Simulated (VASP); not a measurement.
A run of VASP 6.6.1:

File INCAR:

```
ALGO     = Normal         # electronic algorithm
EDIFF    = 1E-6           # SCF threshold, eV
ENCUT    = 520            # plane-wave cutoff, eV
GGA      = PE             # functional
ISIF     = 2              # what is computed and relaxed
ISMEAR   = -1             # smearing method
LASPH    = True           # aspherical terms in the spheres
LCHARG   = False          # write CHGCAR
LREAL    = False          # projectors in reciprocal space
LWAVE    = False          # write WAVECAR
NBANDS   = 13             # bands
NELM     = 60             # most SCF steps
PREC     = Accurate       # precision mode
SIGMA    = 0.1            # smearing width, eV
```

Contents of KPOINTS:

```
k-points
0
Gamma
  13 13 12
```

POSCAR

```
Pb
1.0
    2.7247646857      0.0000000000      0.0000000000
   -1.3623823429      2.3597154372      0.0000000000
    0.0000000000      0.0000000000      2.5743196569
Pb
1
Direct
    0.0000000000      0.0000000000      0.0000000000
```

Potentials or basis: VASP PAW PBE potentials, release 64 (Pb_d).

Launch:

```sh
$ cat potpaw_PBE.64/Pb_d/POTCAR > POTCAR
$ mpirun -np 1 vasp_std > vasp.out
```

Hardware: 1 thread of Intel Xeon 6975P-C (shared host).

Q: How long does it take, and how much memory?

A: Run time: 9.2 s on 1 thread of Intel Xeon 6975P-C, with other jobs on the host, peak memory 0.15 GiB. Counts: scf iterations 11, k points 147.
